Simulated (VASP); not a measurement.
A run of VASP 6.6.1:

The input INCAR:

```
SYSTEM = GaS3
ALGO = Normal
EDIFF = 1E-7
ENCUT = 520
GGA = PE
ISIF = 2
ISMEAR = 0
LASPH = .TRUE.
LCHARG = .TRUE.
LELF = .TRUE.
LREAL = .FALSE.
LVHAR = .TRUE.
LWAVE = .FALSE.
NBANDS = 41
NELM = 80
PREC = Accurate
SIGMA = 0.1
```

Contents of KPOINTS:

```
k-points
0
G
  6 6 2
  0 0 0
```

Contents of POSCAR:

```
GaS3
1.0
    5.2405712658      0.0000000000      0.0000000000
   -2.6202856329      4.5384678465      0.0000000000
    0.0000000000      0.0000000000      7.6087455917
Ga S
2 6
Direct
    0.6666666667      0.3333333333      0.0000000000
    0.3333333333      0.6666666667      0.0000000000
    0.7124615149      0.7124615149      0.7881073937
    0.2875384851      0.2875384851      0.2118926063
    0.0000000000      0.2875384851      0.7881073937
    0.2875384851      0.0000000000      0.7881073937
    0.7124615149      0.0000000000      0.2118926063
    0.0000000000      0.7124615149      0.2118926063
```

Potentials or basis: VASP PAW PBE potentials, release 64 (Ga_d, S).

The run is started by

```console
$ cat potpaw_PBE.64/Ga_d/POTCAR potpaw_PBE.64/S/POTCAR > POTCAR
$ mpirun -np 1 vasp_std > vasp.out
```

Hardware: 1 thread of Intel(R) Xeon(R) 6975P-C (Granite Rapids), on a shared host.

Task: How long does it take, and how much memory?

Result: It took 2.1 min on 1 thread of Intel(R) Xeon(R) 6975P-C (Granite Rapids), on a shared host, peak memory 0.32 GiB. Counts: scf iterations 15, k points 14.
